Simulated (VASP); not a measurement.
## Mo: single point with PBEsol

Crystal: Mo.

```
CELL_PARAMETERS angstrom
0.00000 2.17620 2.01500
2.17620 0.00000 2.01500
2.17620 2.17620 0.00000
ATOMIC_POSITIONS crystal
Mo 0.00000 0.00000 0.00000
```

This cell differs from its parent crystal: strain +0.080 along x and y, +0.000 along z.

| Property | Result |
| --- | --- |
| Program | VASP 6.6.1 |
| Task | single point |
| Functional | PBEsol |
| Potentials or basis | VASP PAW PBE potentials, release 64 (Mo_sv) |
| Cutoff | 520 eV |
| k mesh | 20 × 20 × 20 |
| Occupations | gaussian, width 0.15 eV |
| Spin | no spin polarisation |

```json
{
  "Pressure": "-34.6 GPa",
  "Band gap on the k mesh": "zero (band 7 reaches 12.22 eV, above the bottom of band 8 at 8.69 eV)"
}
```

Stress tensor (GPa, compression positive):
```
-30.66   0.00   0.00
  0.00 -30.66   0.00
  0.00   0.00 -42.41
```

Levels at points of the mesh, in eV from the Fermi level:
```tsv
k point	band 5	band 6	band 7	band 8	band 9	band 10
(0.00, 0.00, 0.00)	-6.28	-0.82	-0.82	-0.11	0.94	1.84
(0.50, 0.00, 0.00)	-3.94	-1.15	-0.31	1.01	2.79	3.26
(0.50, 0.50, 0.00)	-4.01	-3.52	2.97	3.50	3.50	3.99
(0.50, 0.00, 0.50)	-4.03	-3.35	2.63	2.92	3.10	3.76
```

Wall time 48 s on 1 thread of Intel(R) Xeon(R) 6975P-C (Granite Rapids) (shared host), peak memory 0.26 GiB.

Caveat: the cell differs from its parent crystal (strain +0.080 along x and y, +0.000 along z); the PAW data sets were made with another functional, which shifts forces and pressure a little.
